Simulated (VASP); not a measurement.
SrB3Pd2, 6 atoms in the cell. Symmetry: Cmmm, No. 65, orthorhombic system. The conventional cell has a = 5.851 Å, b = 8.426 Å, c = 3.069 Å, α = 90.00°, β = 90.00°, γ = 90.00°. Within 3.9 Å of Sr (site symmetry mmm) lie 8 Pd at 2.99 Å and 10 B at 3.06 to 3.30 Å and 2 Sr at 3.07 Å. Within 2.5 Å of B (site symmetry m2m) lie 3 B at 1.78 to 1.82 Å and 4 Pd at 2.44 Å. Within 2.4 Å of B (site symmetry mmm) lie 4 B at 1.78 Å. Within 3.2 Å of Pd (site symmetry 2/m) lie 6 B at 2.44 to 2.56 Å and 4 Pd at 2.93 to 3.07 Å and 4 Sr at 2.99 Å. The cell was generated, and may not be a known phase.

```yaml
Program: VASP 6.6.1
Task: single point
Functional: PBE
Potentials_or_basis: VASP PAW PBE potentials, release 64 (Sr_sv, B, Pd)
Cutoff: 520 eV
k_mesh: 6 × 6 × 10
Occupations: gaussian, width 0.1 eV
Spin: no spin polarisation
Dipole_correction: no
Further_INCAR_settings: ALGO = Fast; EDIFF = 1e-07; NBANDS = 28
```

Potentials or basis: VASP PAW PBE potentials, release 64 (Sr_sv, B, Pd).

Run with:

```console
$ cat potpaw_PBE.64/Sr_sv/POTCAR potpaw_PBE.64/B/POTCAR potpaw_PBE.64/Pd/POTCAR > POTCAR
$ mpirun -np 1 vasp_std > vasp.out
```

Hardware: 1 thread of Oxide Virtual Turin-like Processor, on a shared host.

Estimate the wall time of this run.

Wall time 6.2 min on 1 thread of Oxide Virtual Turin-like Processor (shared host), peak memory 0.28 GiB. Counts: scf iterations 19, k points 78.
